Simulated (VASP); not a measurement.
# Zr (Im-3m) in VASP: a series of runs

Runs on Zr. Level: PBE. Tasks: single point, relaxation of cell and atoms.

All numbers are computed with VASP 6.6.1; they aren't measurements. Logs are shortened: lines on timing, memory, paths and dates and some standing lists are left out, and cuts for length are marked.

### 1 The cell of the first run

It takes space group Im-3m (No. 229, cubic). Conventional cell: a = 3.573 Å, b = 3.573 Å, c = 3.573 Å, α = 90.00°, β = 90.00°, γ = 90.00°. Within 4.1 Å of Zr (site symmetry m-3m) lie 14 Zr at 3.09 to 3.57 Å.

### 2 Single point, PBE

File INCAR:

```
SYSTEM = Zr
PREC     = Accurate       ! precision mode
ENCUT    = 520            ! plane-wave cutoff, eV
EDIFF    = 1E-7           ! SCF threshold, eV
ISMEAR   = -1             ! smearing method
SIGMA    = 0.05           ! smearing width, eV
LREAL    = .False.        ! projectors in reciprocal space
LASPH    = .True.         ! aspherical terms in the spheres
NELM     = 80             ! most SCF steps
ALGO     = Normal         ! electronic algorithm
ISIF     = 2              ! what is computed and relaxed
LWAVE    = .False.        ! write WAVECAR
LCHARG   = .True.         ! write CHGCAR
GGA      = PE             ! functional
LELF     = .True.         ! ELF
LVHAR    = .True.       
NBANDS   = 12             ! bands
```

File KPOINTS:

```
Automatic mesh
0
Gamma
  13 13 13
  0 0 0
```

File POSCAR:

```
Zr
1.0
   -1.7864844818      1.7864844818      1.7864844818
    1.7864844818     -1.7864844818      1.7864844818
    1.7864844818      1.7864844818     -1.7864844818
Zr
1
Direct
    0.0000000000      0.0000000000      0.0000000000
```

Potentials or basis: VASP PAW PBE potentials, release 64 (Zr_sv).

Command:

```
$ cat potpaw_PBE.64/Zr_sv/POTCAR > POTCAR
$ mpirun -np 1 vasp_std > vasp.out
```

OUTCAR:

```text
SYSTEM = Zr
   PREC = Accurate
   ENCUT = 520
   EDIFF = 1E-7
   ISMEAR = -1
   LREAL = .False.
   LASPH = .True.
   NELM = 80
   ISIF = 2
   GGA = PE

 ion  position               nearest neighbor table
   1  0.000  0.000  0.000-

  LATTYP: Found a body centered cubic cell.
 ALAT       =     3.5729689636

  Lattice vectors:

 A1 = (  -1.7864844818,   1.7864844818,   1.7864844818)
 A2 = (   1.7864844818,  -1.7864844818,   1.7864844818)
 A3 = (   1.7864844818,   1.7864844818,  -1.7864844818)

Analysis of symmetry for initial positions (statically):
=====================================================================
 Subroutine PRICEL returns:
 Original cell was already a primitive cell.

 Routine SETGRP: Setting up the symmetry group for a
 body centered cubic supercell.

 Subroutine GETGRP returns: Found 48 space group operations
 (whereof 48 operations were pure point group operations)
 out of a pool of 48 trial point group operations.

The static configuration has the point symmetry O_h .

Analysis of symmetry for dynamics (positions and initial velocities):
=====================================================================
 Subroutine PRICEL returns:
 Original cell was already a primitive cell.

 Routine SETGRP: Setting up the symmetry group for a
 body centered cubic supercell.

 Subroutine GETGRP returns: Found 48 space group operations
 (whereof 48 operations were pure point group operations)
 out of a pool of 48 trial point group operations.

The dynamic configuration has the point symmetry O_h .

 Subroutine INISYM returns: Found 48 space group operations
 (whereof 48 operations are pure point group operations),
 and found     1 'primitive' translations

----------------------------------------------------------------------------------------

                                     Primitive cell

  volume of cell :      22.8065

  direct lattice vectors                    reciprocal lattice vectors
    -1.786484482  1.786484482  1.786484482     0.000000000  0.279879285  0.279879285
     1.786484482 -1.786484482  1.786484482     0.279879285  0.000000000  0.279879285
     1.786484482  1.786484482 -1.786484482     0.279879285  0.279879285  0.000000000

  length of vectors
     3.094281889  3.094281889  3.094281889     0.395809081  0.395809081  0.395809081

[... 77 lines left out ...]
   NELM   =     80;   NELMIN=  2; NELMDL= -5     # of ELM steps
   EDIFF  = 0.1E-06   stopping-criterion for ELM
   LREAL  =      F    real-space projection
   EDIFFG = 0.1E-05   stopping-criterion for IOM
   NSW    =      0    number of steps for IOM
   IBRION =     -1    ionic relax: 0-MD 1-quasi-New 2-CG
   NFREE  =      0    steps in history (QN), initial steepest desc. (CG)
   ISIF   =      2    stress and relaxation
   ISYM   =      2    0-nonsym 1-usesym 2-fastsym
   POTIM  = 0.5000    time-step for ionic-motion
   TEBEG  =    0.0;   TEEND  =   0.0 temperature during run
   PSTRESS=    0.0 pullay stress
   NELECT =      12.0000    total number of electrons
   NUPDOWN=      -1.0000    fix difference up-down
   EMIN   =  10.00;   EMAX   =-10.00  energy-range for DOS
   EFERMI =   0.00;   METHOD = LEGACY
   ISMEAR =    -1;   SIGMA  =   0.05  broadening in eV -4-tet -1-fermi 0-gaus
   EFERMI_NEDOS =   21; number of points for ismear=-14 and -15
   IALGO  =     38    algorithm
   IMIX   =      4    mixing-type and parameters
     AMIX     =   0.40;   BMIX     =  1.00
     AMIX_MAG =   1.60;   BMIX_MAG =  1.00
  volume/ion in A,a.u.               =      22.81       153.91
  Fermi-wavevector in a.u.,A,eV,Ry     =   1.321649  2.497554 23.766045  1.746755
  Thomas-Fermi vector in A             =   2.451387
   LORBIT       =      0    0 simple, 1 ext, 2 COOP (PROOUT), +10 PAW based schemes
   GGA     = PE    functional components
   LHFCALC =     F    Hartree Fock is set to
   AEXX    =    0.0000 exact exchange contribution
   IVDW    =     0    specifies the selected vdW correction
   LEPSILON=     F    determine dielectric tensor
   LRPA    =     F    only Hartree local field effects (RPA)
 non-spin polarized calculation
  energy-cutoff  :      520.00
  volume of cell :       22.81
 maximum number of plane-waves:       631
   NGX = 11   NGY = 11   NGZ = 11

 number of electron      12.0000000 magnetization

 Free energy of the ion-electron system (eV)
  ---------------------------------------------------
  ext. energy  EPLUGINS =         0.00000000
  ---------------------------------------------------
  free energy    TOTEN  =        -8.44307243 eV

  energy without entropy =       -8.42690936  energy(sigma->0) =       -8.43499090

 E-fermi :   8.9516     XC(G=0): -11.1699

 val. band max:        8.9364366865   @ k =  -0.3077  -0.4615   0.0769
 cond. band min:       8.9565469714   @ k =   0.2308   0.2308   0.0000
 fundamental gap:      0.0201102849
 Fermi energy:         8.9516316505

 k-point     1 :       0.0000    0.0000    0.0000
  band No.  band energies     occupation
      1     -39.5096      2.00000
      2     -16.9933      2.00000
      3     -16.9933      2.00000
      4     -16.9933      2.00000
      5       3.5391      2.00000
      6      10.0754      0.00000
      7      10.0754      0.00000
      8      10.0754      0.00000
      9      12.6008      0.00000
     10      12.6008      0.00000
     11      21.3969      0.00000
     12      21.3969      0.00000
[... 331 lines left out ...]
 k-point    24 :       0.2308    0.0769    0.0769
  band No.  band energies     occupation
      1     -39.3907      2.00000
      2     -17.7292      2.00000
      3     -17.2162      2.00000
      4     -17.0512      2.00000
      5       6.1936      2.00000
      6       8.5868      1.99865
      7       8.9023      1.45683
      8      12.4527      0.00000
      9      12.9160      0.00000
     10      13.7896      0.00000
     11      21.1937      0.00000
     12      21.7464      0.00000

 [... further k-points ...]
[... 5 lines left out ...]
  --------------------------------------------------------------------------------------
  -------------------------------------------------------------------------------------
  Total        0.0043855      0.0043855      0.0043855      0.0000000     -0.0000000      0.0000000
  in kB        0.3080845      0.3080845      0.3080845      0.0000000     -0.0000000      0.0000000
  external PRESSURE =       0.3080845 kB  Pullay stress =       0.0000000 kB

 VOLUME and BASIS-vectors are now :
 -----------------------------------------------------------------------------
  energy-cutoff  :      520.00
  volume of cell :       22.81
      direct lattice vectors                 reciprocal lattice vectors
    -1.786484482  1.786484482  1.786484482     0.000000000  0.279879285  0.279879285
     1.786484482 -1.786484482  1.786484482     0.279879285  0.000000000  0.279879285
     1.786484482  1.786484482 -1.786484482     0.279879285  0.279879285  0.000000000

 POSITION                                       TOTAL-FORCE (eV/Angst)
 -----------------------------------------------------------------------------------
      0.00000      0.00000      0.00000         0.000000     -0.000000      0.000000
 -----------------------------------------------------------------------------------
    total drift:                                0.000000      0.000000     -0.000000

  FREE ENERGIE OF THE ION-ELECTRON SYSTEM (eV)
  ---------------------------------------------------
  free  energy   TOTEN  =        -8.4430724341 eV

  energy  without entropy=       -8.4269093597  energy(sigma->0) =       -8.43499090
```

Wall time 35 s (1 thread of Intel Xeon 6975P-C, shared host); peak memory 0.15 GiB.

Results:

```
Free energy            : -8.4431 eV
Pressure               : 0.0 GPa
Band gap on the k mesh : zero (band 6 reaches 10.08 eV, above the bottom of band 7 at 8.34 eV)
```

Levels at points of the mesh, in eV from the Fermi level:
| k point | band 2 | band 3 | band 4 | band 5 | band 6 | band 7 | band 8 | band 9 | band 10 | band 11 |
| --- | --- | --- | --- | --- | --- | --- | --- | --- | --- | --- |
| (0.00, 0.00, 0.00) | -25.94 | -25.94 | -25.94 | -5.41 | 1.12 | 1.12 | 1.12 | 3.65 | 3.65 | 12.45 |

### 3 Single point, PBE

File INCAR:

```
PREC = Accurate ; ENCUT = 520
EDIFF = 1E-6 ; ISMEAR = -1
SIGMA = 0.05 ; LREAL = F
LASPH = T ; NELM = 80
ALGO = Normal ; ISIF = 2
LWAVE = F ; LCHARG = F
GGA = PE ; NBANDS = 12
```

File KPOINTS:

```
Automatic mesh
0
Gamma
  13 13 13
```

File POSCAR:

```
Zr
1.0
   -1.7866661301      1.7866661301      1.7866661301
    1.7866661301     -1.7866661301      1.7866661301
    1.7866661301      1.7866661301     -1.7866661301
Zr
1
Direct
    0.0000000000      0.0000000000      0.0000000000
```

Potentials or basis: VASP PAW PBE potentials, release 64 (Zr_sv).

Command:

```
$ cat potpaw_PBE.64/Zr_sv/POTCAR > POTCAR
$ mpirun -np 1 vasp_std > vasp.out
```

It took 32 s on 1 thread of Intel Xeon 6975P-C, shared host; peak memory 0.15 GiB.

Results (log left out):

| Item | Value |
| --- | --- |
| Free energy | -8.4431 eV |
| Pressure | 0.0 GPa |
| Band gap on the k mesh | zero (band 6 reaches 10.07 eV, above the bottom of band 7 at 8.34 eV) |

Levels at points of the mesh, in eV from the Fermi level:
| k point | band 2 | band 3 | band 4 | band 5 | band 6 | band 7 | band 8 | band 9 | band 10 | band 11 |
| --- | --- | --- | --- | --- | --- | --- | --- | --- | --- | --- |
| (0.00, 0.00, 0.00) | -25.95 | -25.95 | -25.95 | -5.41 | 1.12 | 1.12 | 1.12 | 3.65 | 3.65 | 12.44 |

### 4 Relaxation of cell and atoms, PBE

This run uses another cell than the first one, of 22.30 Å³/atom, 0.978 times its volume.

File INCAR:

```
PREC     = Accurate       # precision mode
ENCUT    = 600            # plane-wave cutoff, eV
EDIFF    = 1E-6           # SCF threshold, eV
ISMEAR   = -1             # smearing method
SIGMA    = 0.05           # smearing width, eV
LREAL    = False          # projectors in reciprocal space
LASPH    = True           # aspherical terms in the spheres
NELM     = 100            # most SCF steps
ALGO     = Normal         # electronic algorithm
ISIF     = 3              # what is computed and relaxed
LWAVE    = False          # write WAVECAR
LCHARG   = False          # write CHGCAR
GGA      = PE             # functional
IBRION   = 2              # ionic algorithm
NSW      = 100            # ionic steps
EDIFFG   = -0.005         # ionic threshold
```

KPOINTS is that of step 3.

File POSCAR:

```
Zr
1.0
   -1.7730508568      1.7730508568      1.7730508568
    1.7730508568     -1.7730508568      1.7730508568
    1.7730508568      1.7730508568     -1.7730508568
Zr
1
Direct
    0.0000000000      0.0000000000      0.0000000000
```

Potentials or basis: VASP PAW PBE potentials, release 64 (Zr_sv).

Command:

```
$ cat potpaw_PBE.64/Zr_sv/POTCAR > POTCAR
$ mpirun -np 1 vasp_std > vasp.out
```

OUTCAR:

```text
PREC = Accurate
   ENCUT = 600
   EDIFF = 1E-6
   ISMEAR = -1
   LREAL = False
   LASPH = True
   NELM = 100
   ISIF = 3
   GGA = PE
   IBRION = 2
   NSW = 100
   EDIFFG = -0.005

 ion  position               nearest neighbor table
   1  0.000  0.000  0.000-

  LATTYP: Found a body centered cubic cell.
 ALAT       =     3.5461017136

  Lattice vectors:

 A1 = (  -1.7730508568,   1.7730508568,   1.7730508568)
 A2 = (   1.7730508568,  -1.7730508568,   1.7730508568)
 A3 = (   1.7730508568,   1.7730508568,  -1.7730508568)

Analysis of symmetry for initial positions (statically):
=====================================================================
 Subroutine PRICEL returns:
 Original cell was already a primitive cell.

 Routine SETGRP: Setting up the symmetry group for a
 body centered cubic supercell.

 Subroutine GETGRP returns: Found 48 space group operations
 (whereof 48 operations were pure point group operations)
 out of a pool of 48 trial point group operations.

[... 167 lines left out ...]
  --------------------------------------------------------------------------------------
  -------------------------------------------------------------------------------------
  Total        0.2961587      0.2961587      0.2961587      0.0000000      0.0000000     -0.0000000
  in kB       21.2819565     21.2819565     21.2819565      0.0000000      0.0000000     -0.0000000
  external PRESSURE =      21.2819565 kB  Pullay stress =       0.0000000 kB
[... 57 lines left out ...]
--------------------------------------- Ionic step        3  -------------------------------------------

 number of electron      12.0000000 magnetization

 Free energy of the ion-electron system (eV)
  ---------------------------------------------------
  ext. energy  EPLUGINS =         0.00000000
  ---------------------------------------------------
  free energy    TOTEN  =        -8.44278781 eV

  energy without entropy =       -8.42660784  energy(sigma->0) =       -8.43469783

 E-fermi :   8.9467     XC(G=0): -11.1681

 val. band max:        8.9313880347   @ k =  -0.3077  -0.4615   0.0769
 cond. band min:       8.9514129746   @ k =   0.2308   0.2308   0.0000
 fundamental gap:      0.0200249399
 Fermi energy:         8.9466974966

 k-point     1 :       0.0000    0.0000    0.0000
  band No.  band energies     occupation
      1     -39.5156      2.00000
      2     -17.0002      2.00000
      3     -17.0002      2.00000
      4     -17.0002      2.00000
      5       3.5346      2.00000
      6      10.0702      0.00000
      7      10.0702      0.00000
      8      10.0702      0.00000
      9      12.5945      0.00000
     10      12.5945      0.00000
[... 287 lines left out ...]
 k-point    24 :       0.2308    0.0769    0.0769
  band No.  band energies     occupation
      1     -39.3970      2.00000
      2     -17.7351      2.00000
      3     -17.2228      2.00000
      4     -17.0580      2.00000
      5       6.1885      2.00000
      6       8.5824      1.99863
      7       8.8973      1.45751
      8      12.4464      0.00000
      9      12.9094      0.00000
     10      13.7823      0.00000

 [... further k-points ...]
[... 5 lines left out ...]
  --------------------------------------------------------------------------------------
  -------------------------------------------------------------------------------------
  Total        0.0001071      0.0001071      0.0001071     -0.0000000     -0.0000000      0.0000000
  in kB        0.0075210      0.0075210      0.0075210     -0.0000000     -0.0000000      0.0000000
  external PRESSURE =       0.0075210 kB  Pullay stress =       0.0000000 kB
[... 16 lines left out ...]
  FREE ENERGIE OF THE ION-ELECTRON SYSTEM (eV)
  ---------------------------------------------------
  free  energy   TOTEN  =        -8.4427878135 eV

  energy  without entropy=       -8.4266078413  energy(sigma->0) =       -8.43469783

 reached required accuracy - stopping structural energy minimisation
```

OSZICAR:

```text
N       E                     dE             d eps       ncg     rms          rms(c)
DAV:   1     0.972550742965E+02    0.97255E+02   -0.77326E+03  1688   0.134E+03
DAV:   2    -0.535369024787E+01   -0.10261E+03   -0.10094E+03  1858   0.319E+02
DAV:   3    -0.864898012490E+01   -0.32953E+01   -0.32254E+01  2346   0.502E+01
[... 23 lines left out ...]
DAV:   3    -0.844084099635E+01    0.47571E-02   -0.39297E-02  2384   0.175E+00    0.377E-01
DAV:   4    -0.844195479744E+01   -0.11138E-02   -0.90815E-04  2412   0.287E-01    0.173E-01
DAV:   5    -0.844277781762E+01   -0.82302E-03   -0.16243E-03  2090   0.240E-01    0.345E-02
DAV:   6    -0.844278588592E+01   -0.80683E-05   -0.36625E-05  1746   0.607E-02    0.145E-02
DAV:   7    -0.844278790614E+01   -0.20202E-05   -0.26648E-06  1682   0.200E-02    0.287E-03
DAV:   8    -0.844278781349E+01    0.92653E-07   -0.16345E-07   884   0.485E-03
   3 F= -.84427878E+01 E0= -.84346978E+01  d E =-.338893E-02
```

Run time: 100 s. Hardware: 1 thread of Intel Xeon 6975P-C, shared host; peak memory 0.18 GiB.

Results:

- Free energy: -8.4428 eV
- Relaxed volume: 22.82 Å³/atom
- Relaxed cell: a = 3.095 Å, b = 3.095 Å, c = 3.095 Å, α = 109.47°, β = 109.47°, γ = 109.47°
- Space group after relaxing (to 0.05 Å): Im-3m (No. 229)
- Energy gained by relaxing: 3.4 meV/atom
- Ionic steps: 3
- Pressure after relaxing: 0.0 GPa
- Band gap on the k mesh: zero (band 6 reaches 10.07 eV, above the bottom of band 7 at 8.34 eV)

The path:
| step | energy change (eV) | largest force (eV/Å) | pressure (GPa) | volume (Å³) |
| --- | --- | --- | --- | --- |
| 1 | 0.0000 | 0.0000 | 2.13 | 22.30 |
| 2 | -0.0010 | 0.0000 | -1.66 | 23.27 |
| 3 | -0.0034 | 0.0000 | 0.00 | 22.82 |

Final structure:
```
CELL_PARAMETERS angstrom
-1.78674 1.78674 1.78674
1.78674 -1.78674 1.78674
1.78674 1.78674 -1.78674
ATOMIC_POSITIONS crystal
Zr 0.00000 0.00000 0.00000
```

Levels at points of the mesh, in eV from the Fermi level:
| k point | band 2 | band 3 | band 4 | band 5 | band 6 | band 7 | band 8 | band 9 | band 10 |
| --- | --- | --- | --- | --- | --- | --- | --- | --- | --- |
| (0.00, 0.00, 0.00) | -25.95 | -25.95 | -25.95 | -5.41 | 1.12 | 1.12 | 1.12 | 3.65 | 3.65 |

(Part 1 of 2 ends here.)
